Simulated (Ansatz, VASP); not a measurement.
**One calculation of Hf, two programs**

```
CELL_PARAMETERS angstrom
0.00000 2.22738 2.22738
2.22738 0.00000 2.22738
2.22738 2.22738 0.00000
ATOMIC_POSITIONS crystal
Hf 0.00000 0.00000 0.00000
```

Change from the starting cell: volume scaled by 1.01, PAW files.

Alike in both runs: task electric field gradients; functional PBE; k mesh 13 × 13 × 13; occupations fermi-dirac, width 0.03 eV; no spin polarisation.

|  | VASP | Ansatz |
| --- | --- | --- |
| version | VASP 6.6.1 | Ansatz 0.2.0 |
| potentials or method | VASP PAW PBE potentials, release 64 (Hf_pv) | PAW with Ansatz's default frozen-core files, scalar-relativistic |
| plane-wave cutoff (eV) | 400 | 420 |
| valence electrons in the cell | 10 | 26 |

VASP gave:

- pressure (GPa): 1.6

Task: What did Ansatz give for the same quantities?

Result: Pressure (GPa): 2.1.

The functional is the same, so the differences come from potentials, cutoffs and numerics. VASP's potentials hold 10 valence electrons a cell and Ansatz's 26, so a difference there can come from the potentials and not from the codes.

Neither program's run includes spin-orbit coupling.
